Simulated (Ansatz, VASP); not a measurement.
# One calculation of CuI, two programs

File POSCAR:

```
CuI
1.0
    0.0000000000      2.9696152886      2.9696152886
    2.9696152886      0.0000000000      2.9696152886
    2.9696152886      2.9696152886      0.0000000000
I Cu
1 1
Direct
    0.0000000000      0.0000000000      0.0000000000
    0.7500000000      0.7500000000      0.7500000000
```

Contents of INCAR.step1:

```
PREC     = Accurate       # precision mode
ENCUT    = 520            # plane-wave cutoff, eV
EDIFF    = 1E-5           # SCF threshold, eV
ISMEAR   = -1             # smearing method
SIGMA    = 0.05           # smearing width, eV
LREAL    = False          # projectors in reciprocal space
LASPH    = True           # aspherical terms in the spheres
NELM     = 100            # most SCF steps
ALGO     = Normal         # electronic algorithm
ISIF     = 2              # what is computed and relaxed
LWAVE    = True           # write WAVECAR
LCHARG   = False          # write CHGCAR
NBANDS   = 16             # bands
GGA      = PE             # functional
```

The input INCAR.step2:

```
PREC     = Accurate       # precision mode
ENCUT    = 520            # plane-wave cutoff, eV
EDIFF    = 1E-6           # SCF threshold, eV
ISMEAR   = -1             # smearing method
SIGMA    = 0.05           # smearing width, eV
LREAL    = False          # projectors in reciprocal space
LASPH    = True           # aspherical terms in the spheres
NELM     = 100            # most SCF steps
ALGO     = Normal         # electronic algorithm
ISIF     = 2              # what is computed and relaxed
LWAVE    = False          # write WAVECAR
LCHARG   = False          # write CHGCAR
GGA      = PE             # functional
LHFCALC  = True           # exact exchange
AEXX     = 1.0            # exact-exchange fraction
ALDAC    = 0.0          
AGGAC    = 0.0          
PRECFOCK = Normal       
NBANDS   = 16             # bands
ISTART   = 1
```

KPOINTS

```
regular mesh
0
Gamma
  4 4 4
```

File input.yaml:

```yaml
crystal:
  lattice:
    - [0.0, 2.9696152886, 2.9696152886]
    - [2.9696152886, 0.0, 2.9696152886]
    - [2.9696152886, 2.9696152886, 0.0]
  atoms:
    - { symbol: I, position: [0.0, 0.0, 0.0] }
    - { symbol: Cu, position: [0.75, 0.75, 0.75] }
hamiltonian:
  xc: hf
  pseudopotentials: { kind: paw }
kpoints:
  mp_grid: { grid: [4, 4, 4] }
scf:
  occupations: { method: fermi_dirac, width: 0.05 }
output:
  forces: true
  stress: true
  eigenvalues: true
```

Alike in both runs: task single point; functional HF; k mesh 4 × 4 × 4; occupations fermi-dirac, width 0.05 eV; no spin polarisation.

```csv
,VASP,Ansatz
version,VASP 6.6.1,Ansatz 0.2.0
potentials or method,"VASP PAW PBE potentials, release 64 (I, Cu)",Ansatz PAW
plane-wave cutoff (eV),520,420
valence electrons in the cell,18,36
```

|  | VASP | Ansatz | Ansatz less VASP |
| --- | --- | --- | --- |
| gap on the k mesh at the Fermi level (eV) | 9.98 | 10.04 | +0.069 |
| least direct gap on the mesh (eV) | 9.98 | 10.04 | +0.069 |
| pressure (GPa) | 12.1 | 13.1 | +0.97 |

VASP's potentials were made for PBE, not for HF. With one functional, cell and mesh, what is left measures potentials, basis and numerics. VASP's potentials hold 18 valence electrons a cell and Ansatz's 36, so a difference there can come from the potentials and not from the codes.

The k mesh is coarse, so the values compare programs but aren't converged. Neither program's run includes spin-orbit coupling.
